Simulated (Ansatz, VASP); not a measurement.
This is a calculation of CdTe for VASP 6.6.1.

Contents of INCAR:

```
  PREC = Accurate
  ENCUT = 520
  EDIFF = 1E-6
  ISMEAR = -1
  SIGMA = 0.05
  LREAL = F
  LASPH = T
  NELM = 100
  ALGO = Normal
  ISIF = 2
  LWAVE = F
  LCHARG = F
  GGA = PE
  NBANDS = 26
```

File KPOINTS:

```
Automatic mesh
0
Gamma
  6 6 5
```

File POSCAR:

```
CdTe
1.0
    3.1056284021     -3.1353322095      0.0000000000
    3.1056284021      3.1353322095      0.0000000000
    0.0000000000      0.0000000000      6.1708013492
Te Cd
2 2
Direct
    0.2338630000      0.7661370000      0.2500000000
    0.7661370000      0.2338630000      0.7500000000
    0.7229700000      0.2770300000      0.2500000000
    0.2770300000      0.7229700000      0.7500000000
```

Potentials or basis: VASP PAW PBE potentials, release 64 (Te, Cd).

Launch:

```console
$ cat potpaw_PBE.64/Te/POTCAR potpaw_PBE.64/Cd/POTCAR > POTCAR
$ mpirun -np 1 vasp_std > vasp.out
```

Question: Translate it to Ansatz 0.2.0. Potentials there: Ansatz PAW.

Answer: As run (the cutoff follows the program's own potentials):

input.yaml

```yaml
crystal:
  lattice:
    - [3.1056284021, -3.1353322095, 0.0]
    - [3.1056284021, 3.1353322095, 0.0]
    - [0.0, 0.0, 6.1708013492]
  atoms:
    - { symbol: Te, position: [0.233863, 0.766137, 0.25] }
    - { symbol: Te, position: [0.766137, 0.233863, 0.75] }
    - { symbol: Cd, position: [0.72297, 0.27703, 0.25] }
    - { symbol: Cd, position: [0.27703, 0.72297, 0.75] }
hamiltonian:
  xc: pbe
  pseudopotentials: { kind: paw }
kpoints:
  mp_grid: { grid: [6, 6, 5] }
scf:
  occupations: { method: fermi_dirac, width: 0.05 }
output:
  forces: true
  stress: true
  eigenvalues: true
```

Potentials or basis: Ansatz PAW.

The run is started by

```console
$ ansatz run input.yaml --threads 2 --pin off --max-ram 5120MiB --backend cpu --events-out ev --progress --plain --runs-dir out
```

Both were run:

|  | VASP | Ansatz | Ansatz less VASP |
| --- | --- | --- | --- |
| gap on the k mesh at the Fermi level (eV) | none | none | - |
| pressure (GPa) | -1.7 | -1.8 | -0.11 |
| rms of the force components (eV/Å) | 0.019 | 0.021 | +0.0016 |

Atom by atom the forces differ by 0.002 eV/Å (rms over components). A gap of «none» marks a metal or a gap that the smearing closes. With one functional, cell and mesh, what is left measures potentials, basis and numerics. VASP's potentials hold 36 valence electrons a cell and Ansatz's 72, so a difference there can come from the potentials and not from the codes.

Spin-orbit coupling is off throughout.
